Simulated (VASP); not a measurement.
Sr:

```
CELL_PARAMETERS angstrom
0.00000 3.03360 3.03360
3.03360 0.00000 3.03360
3.03360 3.03360 0.00000
ATOMIC_POSITIONS crystal
Sr 0.00000 0.00000 0.00000
```

- Program: VASP 6.6.1
- Task: relaxation of cell and atoms
- Functional: LDA
- Potentials or basis: VASP PAW LDA potentials, release 64 (Sr_sv)
- Cutoff: 500 eV
- k mesh: 8 × 8 × 8
- Occupations: gaussian, width 0.01 eV
- Spin: no spin polarisation

At the start: pressure -1.6 GPa; volume 55.83 Å³/atom.

Task: How do energy, volume and symmetry change on relaxing?

Result: Over 4 steps the energy falls by 41.5 meV/atom and the volume is 48.38 Å³/atom (-13.3 %); space group Fm-3m (No. 225, to 0.1 Å) before and after.

Step by step:
```csv
step,energy change (eV),largest force (eV/Å),pressure (GPa),volume (Å³)
1,0.0000,0.0000,-1.57,55.83
2,-0.0330,0.0000,-0.83,51.54
3,-0.0414,0.0000,-0.09,48.72
4,-0.0415,0.0000,0.00,48.38
```

Final structure:
```
Sr
1.0
     0.00000    2.89215    2.89215
     2.89215    0.00000    2.89215
     2.89215    2.89215    0.00000
Sr
1
Direct
  0.00000 0.00000 0.00000
```
